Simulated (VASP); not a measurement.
# WC (Amm2) in VASP: a series of runs

The runs below take WC through single point, with PBE.

Everything below comes from runs of VASP 6.6.1. Logs are shortened: lines on timing, memory, paths and dates and some standing lists are left out, and cuts for length are marked.

### 1 The cell of the first run

Symmetry: Amm2, No. 38, orthorhombic system. The conventional cell has a = 2.829 Å, b = 2.901 Å, c = 5.024 Å, α = 90.00°, β = 90.00°, γ = 90.00°. Within 3.0 Å of W (site symmetry mm2) lie 6 C at 2.12 to 2.23 Å and 8 W at 2.83 to 2.90 Å. Within 3.0 Å of C (site symmetry mm2) lie 6 W at 2.12 to 2.23 Å and 8 C at 2.83 to 2.90 Å.

### 2 Single point, PBE (atom 1 (W) moved by (+0.000, -0.100) A along x and y)

File INCAR:

```
SYSTEM = WC
PREC = Accurate ; ENCUT = 520
EDIFF = 1E-6 ; ISMEAR = 0
SIGMA = 0.15 ; LREAL = .FALSE.
LASPH = .TRUE. ; NELM = 60
ALGO = Normal ; ISIF = 2
LWAVE = .FALSE. ; LCHARG = .FALSE.
GGA = PE ; NBANDS = 16
```

File KPOINTS:

```
Automatic mesh
0
G
  18 18 16
  0 0 0
```

File POSCAR:

```
WC
1.0
    2.9005014360      0.0000000000      0.0000000000
   -1.4502507180      2.5119079273      0.0000000000
    0.0000000000      0.0000000000      2.8290000000
W C
1 1
Direct
   -0.0199051882     -0.0398103764      0.0000000000
    0.6666666667      0.3333333333      0.5000000000
```

Potentials or basis: VASP PAW PBE potentials, release 64 (W_sv, C).

On the command line:

```bash
cat potpaw_PBE.64/W_sv/POTCAR potpaw_PBE.64/C/POTCAR > POTCAR
mpirun -np 1 vasp_std > vasp.out
```

OUTCAR:

```text
SYSTEM = WC
   PREC = Accurate
   ENCUT = 520
   EDIFF = 1E-6
   ISMEAR = 0
   LREAL = .FALSE.
   LASPH = .TRUE.
   NELM = 60
   ISIF = 2
   GGA = PE

 ion  position               nearest neighbor table
   1  0.980  0.960  0.000-   2 2.12   2 2.12   2 2.23   2 2.23   2 2.23   2 2.23
   2  0.667  0.333  0.500-   1 2.12   1 2.12   1 2.23   1 2.23   1 2.23   1 2.23

  LATTYP: Found a hexagonal cell.
 ALAT       =     2.9005014360
 C/A-ratio  =     0.9753485949

  Lattice vectors:

 A1 = (   2.9005014360,   0.0000000000,   0.0000000000)
 A2 = (  -1.4502507180,   2.5119079273,   0.0000000000)
 A3 = (   0.0000000000,   0.0000000000,   2.8290000000)

Analysis of symmetry for initial positions (statically):
=====================================================================
 Subroutine PRICEL returns:
 Original cell was already a primitive cell.

 Routine SETGRP: Setting up the symmetry group for a
 hexagonal supercell.

 Subroutine GETGRP returns: Found  4 space group operations
 (whereof  4 operations were pure point group operations)
 out of a pool of 24 trial point group operations.

The static configuration has the point symmetry C_2v.

Analysis of symmetry for dynamics (positions and initial velocities):
=====================================================================
 Subroutine PRICEL returns:
 Original cell was already a primitive cell.

 Routine SETGRP: Setting up the symmetry group for a
 hexagonal supercell.

 Subroutine GETGRP returns: Found  4 space group operations
 (whereof  4 operations were pure point group operations)
 out of a pool of 24 trial point group operations.

The dynamic configuration has the point symmetry C_2v.

 Subroutine INISYM returns: Found  4 space group operations
 (whereof  4 operations are pure point group operations),
 and found     1 'primitive' translations

----------------------------------------------------------------------------------------

                                     Primitive cell

  volume of cell :      20.6115

  direct lattice vectors                    reciprocal lattice vectors
     2.900501436  0.000000000  0.000000000     0.344767973  0.199051882  0.000000000
    -1.450250718  2.511907927  0.000000000     0.000000000  0.398103764  0.000000000
     0.000000000  0.000000000  2.829000000     0.000000000  0.000000000  0.353481796

  length of vectors
     2.900501436  2.900501436  2.829000000     0.398103764  0.398103764  0.353481796

  position of ions in fractional coordinates (direct lattice)
     0.980094812  0.960189624  0.000000000
     0.666666667  0.333333333  0.500000000

  ion indices of the primitive-cell ions
   primitive index   ion index
                 1           1
                 2           2

----------------------------------------------------------------------------------------

 KPOINTS: Automatic mesh

Automatic generation of k-mesh.
 Grid dimensions read from file:
 generate k-points for:   18   18   16

 Generating k-lattice:

  Cartesian coordinates                     Fractional coordinates (reciprocal lattice)
     0.019153776  0.011058438  0.000000000     0.055555556  0.000000000  0.000000000
     0.000000000  0.022116876  0.000000000     0.000000000  0.055555556  0.000000000
     0.000000000  0.000000000  0.022092612     0.000000000  0.000000000  0.062500000

  Length of vectors
     0.022116876  0.022116876  0.022092612

  Shift w.r.t. Gamma in fractional coordinates (k-lattice)
     0.000000000  0.000000000  0.000000000

 Subroutine IBZKPT returns following result:
 ===========================================

 Found    819 irreducible k-points:

 Following reciprocal coordinates:
            Coordinates               Weight
  0.000000  0.000000  0.000000      1.000000
  0.055556  0.000000  0.000000      4.000000
  0.000000  0.055556  0.000000      2.000000
  0.111111  0.000000  0.000000      4.000000
  0.000000  0.111111  0.000000      2.000000
  0.166667  0.000000  0.000000      4.000000
[... 16 lines left out ...]
 -0.055556  0.166667  0.000000      4.000000
 -0.166667  0.111111  0.000000      4.000000
 [... further k-points ...]
   k-points           NKPTS =    819   k-points in BZ     NKDIM =    819   number of bands    NBANDS=     16
   number of dos      NEDOS =    301   number of ions     NIONS =      2
   total plane-waves  NPLWV =  13824
   dimension x,y,z NGX =    24 NGY =   24 NGZ =   24
   dimension x,y,z NGXF=    48 NGYF=   48 NGZF=   48
   ions per type =               1   1
   NGX,Y,Z   is equivalent  to a cutoff of  13.76, 13.76, 14.10 a.u.
   NGXF,Y,Z  is equivalent  to a cutoff of  27.51, 27.51, 28.21 a.u.
 SYSTEM =  WC
   PREC   = accura    normal or accurate (medium, high low for compatibility)
   ISTART =      0    job   : 0-new  1-cont  2-samecut
   ICHARG =      2    charge: 1-file 2-atom 10-const
   ISPIN  =      1    spin polarized calculation?
   LNONCOLLINEAR =      F non collinear calculations
   LSORBIT =      F    spin-orbit coupling
   LASPH  =      T    aspherical Exc in radial PAW
   ENCUT  =  520.0 eV  38.22 Ry    6.18 a.u.   5.39  5.39  5.26*2*pi/ulx,y,z
   NELM   =     60;   NELMIN=  2; NELMDL= -5     # of ELM steps
   EDIFF  = 0.1E-05   stopping-criterion for ELM
   LREAL  =      F    real-space projection
   EDIFFG = 0.1E-04   stopping-criterion for IOM
   NSW    =      0    number of steps for IOM
   IBRION =     -1    ionic relax: 0-MD 1-quasi-New 2-CG
   NFREE  =      0    steps in history (QN), initial steepest desc. (CG)
   ISIF   =      2    stress and relaxation
   ISYM   =      2    0-nonsym 1-usesym 2-fastsym
   POTIM  = 0.5000    time-step for ionic-motion
   TEBEG  =    0.0;   TEEND  =   0.0 temperature during run
   PSTRESS=    0.0 pullay stress
   NELECT =      18.0000    total number of electrons
   NUPDOWN=      -1.0000    fix difference up-down
   EMIN   =  10.00;   EMAX   =-10.00  energy-range for DOS
   EFERMI =   0.00;   METHOD = LEGACY
   ISMEAR =     0;   SIGMA  =   0.15  broadening in eV -4-tet -1-fermi 0-gaus
   EFERMI_NEDOS =   21; number of points for ismear=-14 and -15
   IALGO  =     38    algorithm
   IMIX   =      4    mixing-type and parameters
     AMIX     =   0.40;   BMIX     =  1.00
     AMIX_MAG =   1.60;   BMIX_MAG =  1.00
  volume/ion in A,a.u.               =      10.31        69.55
  Fermi-wavevector in a.u.,A,eV,Ry     =   1.564813  2.957068 33.315762  2.448639
  Thomas-Fermi vector in A             =   2.667381
   LORBIT       =      0    0 simple, 1 ext, 2 COOP (PROOUT), +10 PAW based schemes
   GGA     = PE    functional components
   LHFCALC =     F    Hartree Fock is set to
   AEXX    =    0.0000 exact exchange contribution
   IVDW    =     0    specifies the selected vdW correction
   LEPSILON=     F    determine dielectric tensor
   LRPA    =     F    only Hartree local field effects (RPA)
 non-spin polarized calculation
 Gauss-broadening in eV      SIGMA  =   0.15
  energy-cutoff  :      520.00
  volume of cell :       20.61
 maximum number of plane-waves:       580
 NGX is ok and might be reduce to    24
   NGX = 11   NGY = 11   NGZ = 11

 number of electron      18.0000001 magnetization

 Free energy of the ion-electron system (eV)
  ---------------------------------------------------
  ext. energy  EPLUGINS =         0.00000000
  ---------------------------------------------------
  free energy    TOTEN  =       -22.35184438 eV

  energy without entropy =      -22.34899245  energy(sigma->0) =      -22.35041841

 E-fermi :  11.2034     XC(G=0): -13.8347

 val. band max:       11.1952600120   @ k =   0.0000   0.0000   0.0000
 cond. band min:      11.2097553641   @ k =   0.0000   0.0000   0.1250
 fundamental gap:      0.0144953521
 Fermi energy:        11.2033733275

 k-point     1 :       0.0000    0.0000    0.0000
  band No.  band energies     occupation
      1     -62.8031      2.00000
      2     -26.7897      2.00000
      3     -26.6890      2.00000
      4     -26.6779      2.00000
      5      -3.3284      2.00000
      6       6.7524      2.00000
[... 8 lines left out ...]
     15      25.5654      0.00000
     16      27.3255      0.00000

 k-point     2 :       0.0556    0.0000    0.0000
  band No.  band energies     occupation
      1     -62.8013      2.00000
      2     -26.7863      2.00000
      3     -26.7134      2.00000
      4     -26.6858      2.00000
      5      -3.2476      2.00000
      6       6.7901      2.00000
[... 8 lines left out ...]
     15      25.2929      0.00000
     16      27.6768      0.00000

 k-point     3 :       0.0000    0.0556    0.0000
  band No.  band energies     occupation
      1     -62.8013      2.00000
      2     -26.7862      2.00000
      3     -26.7047      2.00000
      4     -26.6951      2.00000
      5      -3.2433      2.00000
      6       6.7686      2.00000
[... 8 lines left out ...]
     15      25.5092      0.00000
     16      27.5185      0.00000

 k-point     4 :       0.1111    0.0000    0.0000
  band No.  band energies     occupation
      1     -62.7961      2.00000
      2     -26.7883      2.00000
      3     -26.7766      2.00000
      4     -26.7036      2.00000
      5      -3.0117      2.00000
      6       6.7992      2.00000
[... 8 lines left out ...]
     15      24.8699      0.00000
     16      28.3369      0.00000
[... 324 lines left out ...]
 k-point    22 :       0.1111    0.0556    0.0000
  band No.  band energies     occupation
      1     -62.7912      2.00000
      2     -26.8544      2.00000
      3     -26.7671      2.00000
      4     -26.7252      2.00000
      5      -2.7729      2.00000
      6       6.6134      2.00000
[... 8 lines left out ...]
     15      24.9325      0.00000
     16      28.8552      0.00000

 k-point    23 :      -0.0556    0.1667    0.0000
  band No.  band energies     occupation
      1     -62.7912      2.00000
      2     -26.8516      2.00000
      3     -26.7667      2.00000
      4     -26.7294      2.00000
      5      -2.7589      2.00000
      6       6.5684      2.00000
[... 8 lines left out ...]
     15      25.2688      0.00000
     16      28.6789      0.00000

 k-point    24 :      -0.1667    0.1111    0.0000
  band No.  band energies     occupation
      1     -62.7912      2.00000
      2     -26.8570      2.00000
      3     -26.7677      2.00000
      4     -26.7204      2.00000
      5      -2.7924      2.00000
      6       6.6136      2.00000
[... 8 lines left out ...]
     15      24.5647      0.00000
     16      28.6169      0.00000

 [... further k-points ...]

------------------------ aborting loop because EDIFF is reached ----------------------------------------

  FORCE on cell =-STRESS in cart. coord.  units (eV):
  Direction    XX          YY          ZZ          XY          YZ          ZX
  --------------------------------------------------------------------------------------
  -------------------------------------------------------------------------------------
  Total        0.7617636      1.9367202      1.6490266      0.0000000      0.0000000      0.0000000
  in kB       59.2135438    150.5454786    128.1824298      0.0000000      0.0000000      0.0000000
  external PRESSURE =     112.6471507 kB  Pullay stress =       0.0000000 kB

 VOLUME and BASIS-vectors are now :
 -----------------------------------------------------------------------------
  energy-cutoff  :      520.00
  volume of cell :       20.61
      direct lattice vectors                 reciprocal lattice vectors
     2.900501436  0.000000000  0.000000000     0.344767973  0.199051882  0.000000000
    -1.450250718  2.511907927  0.000000000     0.000000000  0.398103764  0.000000000
     0.000000000  0.000000000  2.829000000     0.000000000  0.000000000  0.353481796

 POSITION                                       TOTAL-FORCE (eV/Angst)
 -----------------------------------------------------------------------------------
      1.45025      2.41191      0.00000        -0.000000      1.718830      0.000000
      1.45025      0.83730      1.41450         0.000000     -1.718830      0.000000
 -----------------------------------------------------------------------------------
    total drift:                               -0.000000     -0.000151     -0.000000

  FREE ENERGIE OF THE ION-ELECTRON SYSTEM (eV)
  ---------------------------------------------------
  free  energy   TOTEN  =       -22.3518443807 eV

  energy  without entropy=      -22.3489924489  energy(sigma->0) =      -22.35041841
```

Run time: 86 s. Hardware: 1 thread of Intel Xeon Platinum 8488C (Sapphire Rapids), shared host; peak memory 0.36 GiB.

What came out:

```yaml
Free_energy: -22.3518 eV
Pressure: 11.3 GPa
Largest_force: 1.719 eV/Å
Band_gap_on_the_k_mesh: zero (bands 9 and 10 overlap by 1.26 eV)
```

Forces on the atoms (eV/Å):
```
W    0.000  1.719  0.000
C    0.000 -1.719  0.000
```

Stress tensor (GPa, compression positive):
```
 5.92  0.00  0.00
 0.00 15.05  0.00
 0.00  0.00 12.82
```

Caveat: the cell differs from its parent crystal (atom 1 (W) moved by (+0.000, -0.100) A along x and y); the cell stands under pressure; spin-orbit coupling is left out, which moves the levels of the heavy elements; forces of over 1 eV/Å act on the atoms, so gaps and moduli don't describe the material at rest.

### 3 Single point, PBE (atom 1 (W) moved by (+0.000, +0.100) A along x and y)

File INCAR:

```
SYSTEM = WC
PREC = Accurate ; ENCUT = 520
EDIFF = 1E-6 ; ISMEAR = 0
SIGMA = 0.15 ; LREAL = .FALSE.
LASPH = .TRUE. ; NELM = 80
ALGO = Normal ; ISIF = 2
LWAVE = .FALSE. ; LCHARG = .TRUE.
GGA = PE ; LELF = .TRUE.
LVHAR = .TRUE. ; NBANDS = 16
```

File KPOINTS:

```
regular mesh
0
G
  18 18 16
  0 0 0
```

Changes to POSCAR since step 2:

```diff
@@ -8,3 +8,3 @@
 Direct
-   -0.0199051882     -0.0398103764      0.0000000000
+    0.0199051882      0.0398103764      0.0000000000
     0.6666666667      0.3333333333      0.5000000000
```

Potentials or basis: VASP PAW PBE potentials, release 64 (W_sv, C).

On the command line:

```bash
cat potpaw_PBE.64/W_sv/POTCAR potpaw_PBE.64/C/POTCAR > POTCAR
mpirun -np 1 vasp_std > vasp.out
```

OUTCAR:

```text
SYSTEM = WC
   PREC = Accurate
   ENCUT = 520
   EDIFF = 1E-6
   ISMEAR = 0
   LREAL = .FALSE.
   LASPH = .TRUE.
   NELM = 80
   ISIF = 2
   GGA = PE

 ion  position               nearest neighbor table
   1  0.020  0.040  0.000-   2 2.16   2 2.16   2 2.16   2 2.16   2 2.27   2 2.27
   2  0.667  0.333  0.500-   1 2.16   1 2.16   1 2.16   1 2.16   1 2.27   1 2.27

  LATTYP: Found a hexagonal cell.
 ALAT       =     2.9005014360
 C/A-ratio  =     0.9753485949

  Lattice vectors:

 A1 = (   2.9005014360,   0.0000000000,   0.0000000000)
 A2 = (  -1.4502507180,   2.5119079273,   0.0000000000)
 A3 = (   0.0000000000,   0.0000000000,   2.8290000000)

Analysis of symmetry for initial positions (statically):
=====================================================================
 Subroutine PRICEL returns:
 Original cell was already a primitive cell.

 Routine SETGRP: Setting up the symmetry group for a
 hexagonal supercell.

 Subroutine GETGRP returns: Found  4 space group operations
 (whereof  4 operations were pure point group operations)
 out of a pool of 24 trial point group operations.

The static configuration has the point symmetry C_2v.
[... 161 lines left out ...]

 E-fermi :  11.1988     XC(G=0): -13.8354

 val. band max:       11.1844228989   @ k =   0.0000   0.1111   0.3125
 cond. band min:      11.2019638057   @ k =   0.5000   0.0000   0.4375
 fundamental gap:      0.0175409068
 Fermi energy:        11.1987828516

 k-point     1 :       0.0000    0.0000    0.0000
  band No.  band energies     occupation
      1     -62.8043      2.00000
      2     -26.7903      2.00000
      3     -26.6861      2.00000
      4     -26.6817      2.00000
      5      -3.3302      2.00000
      6       6.7713      2.00000
[... 433 lines left out ...]
      3     -26.7671      2.00000
      4     -26.7270      2.00000
      5      -2.7562      2.00000
      6       6.5933      2.00000
[... 8 lines left out ...]
     15      25.3090      0.00000
     16      28.4404      0.00000

 [... further k-points ...]

------------------------ aborting loop because EDIFF is reached ----------------------------------------

  FORCE on cell =-STRESS in cart. coord.  units (eV):
  Direction    XX          YY          ZZ          XY          YZ          ZX
  --------------------------------------------------------------------------------------
  -------------------------------------------------------------------------------------
  Total        1.9055369      0.7683733      1.6145750      0.0000000      0.0000000      0.0000000
  in kB      148.1215298     59.7273332    125.5044327      0.0000000      0.0000000      0.0000000
  external PRESSURE =     111.1177652 kB  Pullay stress =       0.0000000 kB

 VOLUME and BASIS-vectors are now :
 -----------------------------------------------------------------------------
  energy-cutoff  :      520.00
  volume of cell :       20.61
      direct lattice vectors                 reciprocal lattice vectors
     2.900501436  0.000000000  0.000000000     0.344767973  0.199051882  0.000000000
    -1.450250718  2.511907927  0.000000000     0.000000000  0.398103764  0.000000000
     0.000000000  0.000000000  2.829000000     0.000000000  0.000000000  0.353481796

 POSITION                                       TOTAL-FORCE (eV/Angst)
 -----------------------------------------------------------------------------------
      0.00000      0.10000      0.00000         0.000000     -1.495676      0.000000
      1.45025      0.83730      1.41450        -0.000000      1.495676      0.000000
 -----------------------------------------------------------------------------------
    total drift:                               -0.000000      0.000114     -0.000000

  FREE ENERGIE OF THE ION-ELECTRON SYSTEM (eV)
  ---------------------------------------------------
  free  energy   TOTEN  =       -22.3593836506 eV

  energy  without entropy=      -22.3566571900  energy(sigma->0) =      -22.35802042
```

OSZICAR:

```text
N       E                     dE             d eps       ncg     rms          rms(c)
DAV:   1     0.110375350421E+03    0.11038E+03   -0.94097E+03 26248   0.125E+03
DAV:   2    -0.222142840906E+02   -0.13259E+03   -0.12811E+03 31224   0.340E+02
DAV:   3    -0.254176095814E+02   -0.32033E+01   -0.31928E+01 29032   0.503E+01
DAV:   4    -0.254342752218E+02   -0.16666E-01   -0.16665E-01 34056   0.408E+00
DAV:   5    -0.254344001273E+02   -0.12491E-03   -0.12490E-03 29024   0.333E-01    0.331E+01
DAV:   6    -0.224405631579E+02    0.29938E+01   -0.57994E+00 32088   0.259E+01    0.883E+00
DAV:   7    -0.223875458045E+02    0.53017E-01   -0.43183E-01 27304   0.504E+00    0.641E+00
DAV:   8    -0.223605219826E+02    0.27024E-01   -0.60132E-02 29984   0.212E+00    0.108E+00
DAV:   9    -0.223594409171E+02    0.10811E-02   -0.28297E-03 28968   0.416E-01    0.118E-01
DAV:  10    -0.223593851189E+02    0.55798E-04   -0.28282E-04 32168   0.190E-01    0.578E-02
DAV:  11    -0.223593844109E+02    0.70798E-06   -0.11532E-05 30096   0.316E-02    0.859E-03
DAV:  12    -0.223593836506E+02    0.76030E-06   -0.24799E-06 27600   0.145E-02
   1 F= -.22359384E+02 E0= -.22358020E+02  d E =-.272646E-02
```

stdout:

```text
POSCAR found type information on POSCAR W C
 POSCAR found :  2 types and       2 ions
 scaLAPACK will be used
 LDA part: xc-table for (Slater+PW92), standard interpolation
 POSCAR, INCAR and KPOINTS ok, starting setup
 FFT: planning ... GRIDC
 FFT: planning ... GRID_SOFT
 FFT: planning ... GRID
 WAVECAR not read
 entering main loop
```

It took 88 s on 1 thread of Intel Xeon Platinum 8488C (Sapphire Rapids), shared host; peak memory 0.37 GiB.

Results:

```
Free energy            : -22.3594 eV
Pressure               : 11.1 GPa
Largest force          : 1.496 eV/Å
Band gap on the k mesh : zero (bands 9 and 10 overlap by 1.26 eV)
```

Forces in eV/Å, atoms in the order of the input:
```
W    0.000 -1.496  0.000
C    0.000  1.496  0.000
```

Levels at points of the mesh, in eV from the Fermi level:
```tsv
k point	band 6	band 7	band 8	band 9	band 10	band 11	band 12	band 13
(0.00, 0.00, 0.00)	-4.43	-3.44	-3.24	0.03	3.12	3.40	5.05	5.50
(0.50, 0.00, 0.00)	-7.26	-3.87	-3.76	-0.27	2.37	4.44	4.91	7.41
(0.00, 0.50, 0.00)	-6.78	-3.65	-3.31	-0.60	2.25	4.67	5.07	6.05
(0.00, 0.00, 0.50)	-8.71	-2.69	-1.37	-0.69	-0.57	3.55	3.72	5.52
(0.50, 0.00, 0.50)	-6.36	-4.30	-3.98	0.07	4.46	5.35	6.40	9.21
(0.00, 0.50, 0.50)	-6.78	-4.65	-4.56	0.67	4.44	5.32	6.60	9.72
```

Caveat: the cell differs from its parent crystal (atom 1 (W) moved by (+0.000, +0.100) A along x and y); the cell stands under pressure; spin-orbit coupling is left out, which moves the levels of the heavy elements; forces of over 1 eV/Å act on the atoms, so gaps and moduli don't describe the material at rest.
